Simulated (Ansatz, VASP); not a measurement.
Pb in VASP and in Ansatz

The input POSCAR:

```
Pb
1.0
   -2.0184862782      2.0184862782      2.0184862782
    2.0184862782     -2.0184862782      2.0184862782
    2.0184862782      2.0184862782     -2.0184862782
Pb
1
Direct
    0.0000000000      0.0000000000      0.0000000000
```

File INCAR.step1:

```
SYSTEM = Pb
PREC = Accurate
ENCUT = 520
EDIFF = 1E-5
ISMEAR = -1
SIGMA = 0.05
LREAL = .False.
LASPH = .True.
NELM = 100
ALGO = Normal
ISIF = 2
LWAVE = .True.
LCHARG = .False.
GGA = PE
NBANDS = 13
```

INCAR.step2

```
SYSTEM = Pb
PREC = Accurate
ENCUT = 520
EDIFF = 1E-6
ISMEAR = -1
SIGMA = 0.05
LREAL = .False.
LASPH = .True.
NELM = 100
ALGO = Normal
ISIF = 2
LWAVE = .False.
LCHARG = .False.
GGA = PE
LHFCALC = .True.
HFSCREEN = 0.2079
PRECFOCK = Normal
ISTART = 1
NBANDS = 13
```

The input KPOINTS:

```
Automatic mesh
0
Gamma
  6 6 6
  0 0 0
```

The input input:

```
crystal:
  lattice:
    - [-2.0184862782, 2.0184862782, 2.0184862782]
    - [2.0184862782, -2.0184862782, 2.0184862782]
    - [2.0184862782, 2.0184862782, -2.0184862782]
  atoms:
    - { symbol: Pb, position: [0.0, 0.0, 0.0] }
hamiltonian:
  xc: hse06
  pseudopotentials: { kind: paw }
kpoints:
  mp_grid: { grid: [6, 6, 6] }
scf:
  occupations: { method: fermi_dirac, width: 0.05 }
output:
  forces: true
  stress: true
  eigenvalues: true
```

Alike in both runs: task single point; functional HSE06; k mesh 6 × 6 × 6; occupations fermi-dirac, width 0.05 eV; no spin polarisation.

|  | VASP | Ansatz |
| --- | --- | --- |
| version | VASP 6.6.1 | Ansatz 0.2.0 |
| potentials or method | VASP PAW PBE potentials, release 64 (Pb_d) | Ansatz PAW |
| plane-wave cutoff (eV) | 520 | 420 |
| valence electrons in the cell | 14 | 14 |

VASP gave:

- gap on the k mesh at the Fermi level (eV): none
- pressure (GPa): -2.7

Problem. Which values does Ansatz return?

Solution. gap on the k mesh at the Fermi level (eV): none; pressure (GPa): -2.6.

A gap of «none» marks a metal or a gap that the smearing closes. With one functional, cell and mesh, what is left measures potentials, basis and numerics.

The k mesh is coarse, so the values compare programs but aren't converged. Neither program's run includes spin-orbit coupling.
